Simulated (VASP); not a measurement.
A run of VASP 6.6.1:

INCAR

```
SYSTEM = TaN
  PREC = Accurate
  ENCUT = 520
  EDIFF = 1E-7
  ISMEAR = -1
  SIGMA = 0.1
  LREAL = .FALSE.
  LASPH = .TRUE.
  NELM = 60
  ALGO = Normal
  ISIF = 2
  LWAVE = .FALSE.
  LCHARG = .FALSE.
  GGA = PS
  NBANDS = 15
```

The input KPOINTS:

```
Automatic mesh
0
G
  12 12 10
  0 0 0
```

Contents of POSCAR:

```
TaN
1.0
    2.9380000000      0.0000000000      0.0000000000
   -1.4690000000      2.5443830000      0.0000000000
    0.0000000000      0.0000000000      2.8830000000
Ta N
1 1
Direct
    0.3503517132      0.6666666667      0.5000000000
    0.0000000000      0.0000000000      0.0000000000
```

Potentials or basis: VASP PAW PBE potentials, release 64 (Ta_pv, N).

Launch:

```bash
$ cat potpaw_PBE.64/Ta_pv/POTCAR potpaw_PBE.64/N/POTCAR > POTCAR
$ mpirun -np 1 vasp_std > vasp.out
```

Hardware: 1 thread of Intel(R) Xeon(R) Platinum 8259CL CPU @ 2.50GHz (Skylake/Cascade Lake), on a shared host.

**Question.** How long does it take, and how much memory?

**Answer.** It took 100 s on 1 thread of Intel(R) Xeon(R) Platinum 8259CL CPU @ 2.50GHz (Skylake/Cascade Lake), with other jobs on the host, peak memory 0.26 GiB. Counts: scf iterations 13, k points 444.
